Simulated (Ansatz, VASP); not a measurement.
**Two plane-wave programs on Re**

```
Re
1.0
     0.00494    1.97500    1.97500
     1.97500    0.00494    1.97500
     1.97994    1.97994    0.00000
Re
1
Direct
  0.00000 0.00000 0.00000
```

Change from the starting cell: strain +0.0050 x Voigt [0, 0, 0, 0, 0, 1], atoms carried along.

Alike in both runs: task single point; functional r2SCAN; k mesh 20 × 20 × 20; occupations gaussian, width 0.15 eV; no spin polarisation.

```csv
,VASP,Ansatz
version,VASP 6.6.1,Ansatz 0.2.0
potentials or method,"VASP PAW PBE potentials, release 64 (Re), cutoff 520 eV","scalar-relativistic, plane waves, PAW"
valence electrons in the cell,7,15
```

```tsv
	VASP	Ansatz	Ansatz less VASP
gap on the k mesh at the Fermi level (eV)	none	none	-
pressure (GPa)	-15.7	-15.4	+0.28
traceless stress, the component that is largest in VASP (GPa)	-1.05	-1.06	-0.012
```

VASP's potentials were made for PBE, not for r2SCAN. A gap of «none» marks a metal or a gap that the smearing closes. VASP's potentials hold 7 valence electrons a cell and Ansatz's 15, so a difference there can come from the potentials and not from the codes.

Spin-orbit coupling is off throughout.
